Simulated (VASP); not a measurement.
Input of a VASP 6.6.1 run:

Contents of POSCAR:

```
Si
1.0
    0.0000000000      5.4271200000      5.4271200000
    5.4271200000      0.0000000000      5.4271200000
    5.4271200000      5.4271200000      0.0000000000
Si
16
Direct
    0.3750000000      0.3750000000      0.3750000000
    0.2500000000      0.2500000000      0.2500000000
    0.3750000000      0.3750000000      0.8750000000
    0.2500000000      0.2500000000      0.7500000000
    0.3750000000      0.8750000000      0.3750000000
    0.2500000000      0.7500000000      0.2500000000
    0.3750000000      0.8750000000      0.8750000000
    0.2500000000      0.7500000000      0.7500000000
    0.8750000000      0.3750000000      0.3750000000
    0.7500000000      0.2500000000      0.2500000000
    0.8750000000      0.3750000000      0.8750000000
    0.7500000000      0.2500000000      0.7500000000
    0.8750000000      0.8750000000      0.3750000000
    0.7500000000      0.7500000000      0.2500000000
    0.8750000000      0.8750000000      0.8750000000
    0.7500000000      0.7500000000      0.7500000000
```

INCAR.step1

```
PREC = Accurate ; ENCUT = 550
ISMEAR = 0 ; SIGMA = 0.02
LREAL = F ; LASPH = T
NELM = 120 ; NBANDS = 46
GGA = PE ; ALGO = Normal
EDIFF = 1E-5 ; LWAVE = T
LCHARG = F ; GGA_COMPAT = F
```

The input INCAR.step2:

```
PREC = Accurate ; ENCUT = 550
EDIFF = 1E-6 ; ISMEAR = 0
SIGMA = 0.02 ; LREAL = F
LASPH = T ; NELM = 120
ALGO = Normal ; ISIF = 2
LWAVE = F ; LCHARG = F
METAGGA = R2SCAN ; LMIXTAU = T
NBANDS = 46 ; ISTART = 1
GGA_COMPAT = F
```

File KPOINTS:

```
Automatic mesh
0
Gamma
  2 2 2
```

Potentials or basis: VASP PAW PBE potentials, release 64 (Si).

Launch:

```sh
$ cat potpaw_PBE.64/Si/POTCAR > POTCAR
$ cp INCAR.step1 INCAR
$ mpirun -np 1 vasp_std > vasp.out
$ cp INCAR.step2 INCAR
$ mpirun -np 1 vasp_std > vasp.out
```

(1) Predict the band gap on the k mesh.

(2) What does it give for the pressure?

## Answers

(1) 0.90 eV.

(2) 1.3 GPa.

Caveat: the k points lie up to 0.50 Å⁻¹ apart; the PAW data sets were made with another functional, which shifts forces and pressure a little.
